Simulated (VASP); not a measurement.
# Si (P6_3/mmc) in VASP: notebook

Runs on Si. Level: LDA. Tasks: single point.

Everything below comes from runs of VASP 6.6.1. Logs are shortened: lines on timing, memory, paths and dates and some standing lists are left out, and cuts for length are marked.

## Step 1: The cell of the first run

The structure is hexagonal, space group P6_3/mmc (No. 194). The conventional cell has a = 2.691 Å, b = 2.691 Å, c = 4.678 Å, α = 90.00°, β = 90.00°, γ = 120.00°. Within 3.5 Å of Si (site symmetry -6m2) lie 12 Si at 2.69 to 2.81 Å.

This isn't the form of Si at room conditions, which is diamond.

## Step 2: Single point, LDA (strain +0.015 along x and y, +0.030 along z)

Input file INCAR:

```
  PREC = Accurate
  ENCUT = 520
  EDIFF = 1E-7
  ISMEAR = 0
  SIGMA = 0.15
  LREAL = F
  LASPH = T
  NELM = 60
  ALGO = Normal
  ISIF = 2
  LWAVE = F
  LCHARG = F
  GGA = CA
  NBANDS = 11
```

Input file KPOINTS:

```
Automatic mesh
0
Gamma
  24 24 14
```

Input file POSCAR:

```
Si
1.0
    2.6908326865      0.0000000000      0.0000000000
   -1.3454163433      2.3303294638      0.0000000000
    0.0000000000      0.0000000000      4.6779946859
Si
2
Direct
    0.3333333333      0.6666666667      0.2500000000
    0.6666666667      0.3333333333      0.7500000000
```

Potentials or basis: VASP PAW LDA potentials, release 64 (Si).

Launch:

```console
$ cat potpaw_LDA.64/Si/POTCAR > POTCAR
$ mpirun -np 1 vasp_std > vasp.out
```

OUTCAR:

```text
PREC = Accurate
   ENCUT = 520
   EDIFF = 1E-7
   ISMEAR = 0
   LREAL = F
   LASPH = T
   NELM = 60
   ISIF = 2
   GGA = CA

 ion  position               nearest neighbor table
   1  0.333  0.667  0.250-   2 2.81   2 2.81   2 2.81   2 2.81   2 2.81   2 2.81
   2  0.667  0.333  0.750-   1 2.81   1 2.81   1 2.81   1 2.81   1 2.81   1 2.81

  LATTYP: Found a hexagonal cell.
 ALAT       =     2.6908326865
 C/A-ratio  =     1.7384933331

  Lattice vectors:

 A1 = (   2.6908326865,   0.0000000000,   0.0000000000)
 A2 = (  -1.3454163433,   2.3303294638,   0.0000000000)
 A3 = (   0.0000000000,   0.0000000000,   4.6779946859)

Analysis of symmetry for initial positions (statically):
=====================================================================
 Subroutine PRICEL returns:
 Original cell was already a primitive cell.

 Routine SETGRP: Setting up the symmetry group for a
 hexagonal supercell.

 Subroutine GETGRP returns: Found 24 space group operations
 (whereof 12 operations were pure point group operations)
 out of a pool of 24 trial point group operations.

The static configuration has the point symmetry D_3d.
 The point group associated with its full space group is D_6h.

Analysis of symmetry for dynamics (positions and initial velocities):
=====================================================================
 Subroutine PRICEL returns:
 Original cell was already a primitive cell.

 Routine SETGRP: Setting up the symmetry group for a
 hexagonal supercell.

 Subroutine GETGRP returns: Found 24 space group operations
 (whereof 12 operations were pure point group operations)
 out of a pool of 24 trial point group operations.

The dynamic configuration has the point symmetry D_3d.
 The point group associated with its full space group is D_6h.

 Subroutine INISYM returns: Found 24 space group operations
 (whereof 12 operations are pure point group operations),
 and found     1 'primitive' translations

----------------------------------------------------------------------------------------

                                     Primitive cell

  volume of cell :      29.3335

  direct lattice vectors                    reciprocal lattice vectors
     2.690832686  0.000000000  0.000000000     0.371632174  0.214561935  0.000000000
    -1.345416343  2.330329464  0.000000000     0.000000000  0.429123871  0.000000000
     0.000000000  0.000000000  4.677994686     0.000000000  0.000000000  0.213766810

  length of vectors
     2.690832686  2.690832686  4.677994686     0.429123871  0.429123871  0.213766810

  position of ions in fractional coordinates (direct lattice)
     0.333333333  0.666666667  0.250000000
     0.666666667  0.333333333  0.750000000

  ion indices of the primitive-cell ions
   primitive index   ion index
                 1           1
                 2           2

----------------------------------------------------------------------------------------

 KPOINTS: Automatic mesh

Automatic generation of k-mesh.
 Grid dimensions read from file:
 generate k-points for:   24   24   14

 Generating k-lattice:

  Cartesian coordinates                     Fractional coordinates (reciprocal lattice)
     0.015484674  0.008940081  0.000000000     0.041666667 -0.000000000  0.000000000
     0.000000000  0.017880161  0.000000000     0.000000000  0.041666667  0.000000000
     0.000000000  0.000000000  0.015269058     0.000000000  0.000000000  0.071428571

  Length of vectors
     0.017880161  0.017880161  0.015269058

  Shift w.r.t. Gamma in fractional coordinates (k-lattice)
     0.000000000  0.000000000  0.000000000

 Subroutine IBZKPT returns following result:
 ===========================================

 Found    488 irreducible k-points:

 Following reciprocal coordinates:
            Coordinates               Weight
  0.000000  0.000000  0.000000      1.000000
  0.041667 -0.000000  0.000000      6.000000
  0.083333 -0.000000  0.000000      6.000000
  0.125000 -0.000000  0.000000      6.000000
  0.166667 -0.000000  0.000000      6.000000
  0.208333 -0.000000  0.000000      6.000000
[... 16 lines left out ...]
  0.416667  0.041667  0.000000     12.000000
  0.458333  0.041667  0.000000     12.000000
 [... further k-points ...]
   k-points           NKPTS =    488   k-points in BZ     NKDIM =    488   number of bands    NBANDS=     11
   number of dos      NEDOS =    301   number of ions     NIONS =      2
   total plane-waves  NPLWV =  14400
   dimension x,y,z NGX =    20 NGY =   20 NGZ =   36
   dimension x,y,z NGXF=    40 NGYF=   40 NGZF=   72
   ions per type =               2
   NGX,Y,Z   is equivalent  to a cutoff of  12.36, 12.36, 12.79 a.u.
   NGXF,Y,Z  is equivalent  to a cutoff of  24.71, 24.71, 25.59 a.u.
 SYSTEM =  unknown system
   PREC   = accura    normal or accurate (medium, high low for compatibility)
   ISTART =      0    job   : 0-new  1-cont  2-samecut
   ICHARG =      2    charge: 1-file 2-atom 10-const
   ISPIN  =      1    spin polarized calculation?
   LNONCOLLINEAR =      F non collinear calculations
   LSORBIT =      F    spin-orbit coupling
   LASPH  =      T    aspherical Exc in radial PAW
   ENCUT  =  520.0 eV  38.22 Ry    6.18 a.u.   5.00  5.00  8.70*2*pi/ulx,y,z
   NELM   =     60;   NELMIN=  2; NELMDL= -5     # of ELM steps
   EDIFF  = 0.1E-06   stopping-criterion for ELM
   LREAL  =      F    real-space projection
   EDIFFG = 0.1E-05   stopping-criterion for IOM
   NSW    =      0    number of steps for IOM
   IBRION =     -1    ionic relax: 0-MD 1-quasi-New 2-CG
   NFREE  =      0    steps in history (QN), initial steepest desc. (CG)
   ISIF   =      2    stress and relaxation
   ISYM   =      2    0-nonsym 1-usesym 2-fastsym
   POTIM  = 0.5000    time-step for ionic-motion
   TEBEG  =    0.0;   TEEND  =   0.0 temperature during run
   PSTRESS=    0.0 pullay stress
   NELECT =       8.0000    total number of electrons
   NUPDOWN=      -1.0000    fix difference up-down
   EMIN   =  10.00;   EMAX   =-10.00  energy-range for DOS
   EFERMI =   0.00;   METHOD = LEGACY
   ISMEAR =     0;   SIGMA  =   0.15  broadening in eV -4-tet -1-fermi 0-gaus
   EFERMI_NEDOS =   21; number of points for ismear=-14 and -15
   IALGO  =     38    algorithm
   IMIX   =      4    mixing-type and parameters
     AMIX     =   0.40;   BMIX     =  1.00
     AMIX_MAG =   1.60;   BMIX_MAG =  1.00
  volume/ion in A,a.u.               =      14.67        98.98
  Fermi-wavevector in a.u.,A,eV,Ry     =   1.061655  2.006238 15.335293  1.127112
  Thomas-Fermi vector in A             =   2.197079
   LORBIT       =      0    0 simple, 1 ext, 2 COOP (PROOUT), +10 PAW based schemes
   GGA     = CA    functional components
   LHFCALC =     F    Hartree Fock is set to
   AEXX    =    0.0000 exact exchange contribution
   IVDW    =     0    specifies the selected vdW correction
   LEPSILON=     F    determine dielectric tensor
   LRPA    =     F    only Hartree local field effects (RPA)
 non-spin polarized calculation
 Gauss-broadening in eV      SIGMA  =   0.15
  energy-cutoff  :      520.00
  volume of cell :       29.33
 maximum number of plane-waves:       825
 NGX is ok and might be reduce to    20
   NGX =  9   NGY =  9   NGZ = 17

 number of electron       7.9999999 magnetization

 Free energy of the ion-electron system (eV)
  ---------------------------------------------------
  ext. energy  EPLUGINS =         0.00000000
  ---------------------------------------------------
  free energy    TOTEN  =       -11.05960091 eV

  energy without entropy =      -11.05011411  energy(sigma->0) =      -11.05485751

 E-fermi :   9.9307     XC(G=0): -11.2077

 val. band max:        9.9222490586   @ k =   0.4167   0.1667   0.3571
 cond. band min:       9.9320286839   @ k =   0.2500   0.2500   0.2857
 fundamental gap:      0.0097796253
 Fermi energy:         9.9307069108

 k-point     1 :       0.0000    0.0000    0.0000
  band No.  band energies     occupation
      1      -4.3317      2.00000
      2       1.5295      2.00000
      3       2.8965      2.00000
      4      18.9077      0.00000
      5      18.9077      0.00000
      6      19.3146      0.00000
      7      20.2133      0.00000
      8      20.2133      0.00000
      9      20.3020      0.00000
     10      23.2908      0.00000
     11      23.5142      0.00000

 k-point     2 :       0.0417   -0.0000    0.0000
  band No.  band energies     occupation
      1      -4.2854      2.00000
      2       1.5752      2.00000
      3       2.9404      2.00000
      4      18.1051      0.00000
      5      18.4713      0.00000
      6      19.3187      0.00000
      7      19.7911      0.00000
      8      20.6410      0.00000
      9      20.9372      0.00000
     10      22.7521      0.00000
     11      23.1262      0.00000

 k-point     3 :       0.0833   -0.0000    0.0000
  band No.  band energies     occupation
      1      -4.1464      2.00000
      2       1.7123      2.00000
      3       3.0721      2.00000
      4      16.6113      0.00000
      5      17.7453      0.00000
      6      19.3140      0.00000
      7      19.3425      0.00000
      8      21.1285      0.00000
      9      21.4019      0.00000
     10      21.4777      0.00000
     11      22.8999      0.00000
[... 267 lines left out ...]
 k-point    23 :       0.4167    0.0417    0.0000
  band No.  band energies     occupation
      1       0.7322      2.00000
      2       4.0158      2.00000
      3       6.4976      2.00000
      4       7.6403      2.00000
      5       9.6187      1.99674
      6      11.1453      0.00000
      7      13.1643      0.00000
      8      16.9174      0.00000
      9      17.8662      0.00000
     10      20.4329      0.00000
     11      22.1321      0.00000

 k-point    24 :       0.4583    0.0417    0.0000
  band No.  band energies     occupation
      1       1.6759      2.00000
      2       2.9058      2.00000
      3       7.4403      2.00000
      4       8.3680      2.00000
      5       8.5227      2.00000
      6      10.2552      0.00222
      7      13.0822      0.00000
      8      16.8357      0.00000
      9      17.7925      0.00000
     10      20.3591      0.00000
     11      22.0841      0.00000

 [... further k-points ...]

------------------------ aborting loop because EDIFF is reached ----------------------------------------

  FORCE on cell =-STRESS in cart. coord.  units (eV):
  Direction    XX          YY          ZZ          XY          YZ          ZX
  --------------------------------------------------------------------------------------
  -------------------------------------------------------------------------------------
  Total       -0.7861288     -0.7861288     -1.0821805      0.0000000      0.0000000      0.0000000
  in kB      -42.9378774    -42.9378774    -59.1080383      0.0000000      0.0000000      0.0000000
  external PRESSURE =     -48.3279310 kB  Pullay stress =       0.0000000 kB

 VOLUME and BASIS-vectors are now :
 -----------------------------------------------------------------------------
  energy-cutoff  :      520.00
  volume of cell :       29.33
      direct lattice vectors                 reciprocal lattice vectors
     2.690832686  0.000000000  0.000000000     0.371632174  0.214561935  0.000000000
    -1.345416343  2.330329464  0.000000000     0.000000000  0.429123871  0.000000000
     0.000000000  0.000000000  4.677994686     0.000000000  0.000000000  0.213766810

 POSITION                                       TOTAL-FORCE (eV/Angst)
 -----------------------------------------------------------------------------------
     -0.00000      1.55355      1.16950         0.000000     -0.000000      0.000000
      1.34542      0.77678      3.50850        -0.000000      0.000000     -0.000000
 -----------------------------------------------------------------------------------
    total drift:                               -0.000000      0.000000     -0.000000

  FREE ENERGIE OF THE ION-ELECTRON SYSTEM (eV)
  ---------------------------------------------------
  free  energy   TOTEN  =       -11.0596009084 eV

  energy  without entropy=      -11.0501141063  energy(sigma->0) =      -11.05485751
```

Run time: 2.6 min. Hardware: 1 thread of Intel Xeon 8259CL, shared host; peak memory 0.23 GiB.

Results:

```
Free energy            : -11.0596 eV
Pressure               : -4.8 GPa
Band gap on the k mesh : zero (bands 4 and 5 overlap by 12.71 eV)
```

Stress tensor (GPa, compression positive):
```
-4.29  0.00  0.00
 0.00 -4.29  0.00
 0.00  0.00 -5.91
```

Levels at points of the mesh, in eV from the Fermi level:
| k point | band 1 | band 2 | band 3 | band 4 | band 5 | band 6 | band 7 | band 8 |
| --- | --- | --- | --- | --- | --- | --- | --- | --- |
| (0.00, 0.00, 0.00) | -14.26 | -8.40 | -7.03 | 8.98 | 8.98 | 9.38 | 10.28 | 10.28 |
| (0.50, 0.00, 0.00) | -7.98 | -7.39 | -2.15 | -1.84 | -1.45 | 0.13 | 3.89 | 6.10 |
| (0.00, 0.00, 0.50) | -12.63 | -12.63 | 0.14 | 0.14 | 10.15 | 10.15 | 10.15 | 10.15 |
| (0.50, 0.00, 0.50) | -6.37 | -6.37 | -5.82 | -5.82 | 5.19 | 5.19 | 5.29 | 5.29 |

Caveat: the cell differs from its parent crystal (strain +0.015 along x and y, +0.030 along z); the cell stands under tension.

## Step 3: Single point, LDA (strain +0.030 along x and y, +0.015 along z)

Input file INCAR:

```
SYSTEM = Si
  PREC = Accurate
  ENCUT = 520
  EDIFF = 1E-7
  ISMEAR = 0
  SIGMA = 0.15
  LREAL = .False.
  LASPH = .True.
  NELM = 80
  ALGO = Normal
  ISIF = 2
  LWAVE = .False.
  LCHARG = .False.
  GGA = CA
  NBANDS = 11
```

Input file KPOINTS:

```
regular mesh
0
Gamma
  24 24 14
  0 0 0
```

Input file POSCAR:

```
Si
1.0
    2.7305986868      0.0000000000      0.0000000000
   -1.3652993434      2.3647678303      0.0000000000
    0.0000000000      0.0000000000      4.6098685497
Si
2
Direct
    0.3333333333      0.6666666667      0.2500000000
    0.6666666667      0.3333333333      0.7500000000
```

Potentials or basis: VASP PAW LDA potentials, release 64 (Si).

Launch:

```console
$ cat potpaw_LDA.64/Si/POTCAR > POTCAR
$ mpirun -np 1 vasp_std > vasp.out
```

It took 2.4 min on 1 thread of Intel Xeon 8259CL, shared host; peak memory 0.23 GiB.

Results (log left out):

- Free energy: -11.0446 eV
- Pressure: -6.0 GPa
- Band gap on the k mesh: zero (bands 4 and 5 overlap by 12.18 eV)

Stress tensor (GPa, compression positive):
```
-6.45  0.00  0.00
 0.00 -6.45  0.00
 0.00  0.00 -5.14
```

Levels at points of the mesh, in eV from the Fermi level:
```tsv
k point	band 2	band 3	band 4	band 5	band 6	band 7
(0.00, 0.00, 0.00)	-7.97	-6.84	8.35	8.35	9.78	9.78
(0.50, 0.00, 0.00)	-7.39	-1.85	-1.64	-1.47	0.16	3.48
(0.00, 0.00, 0.50)	-12.44	0.66	0.66	9.56	9.56	9.56
(0.50, 0.00, 0.50)	-6.42	-5.78	-5.78	4.93	4.93	5.39
```

Caveat: the cell differs from its parent crystal (strain +0.030 along x and y, +0.015 along z); the cell stands under tension.
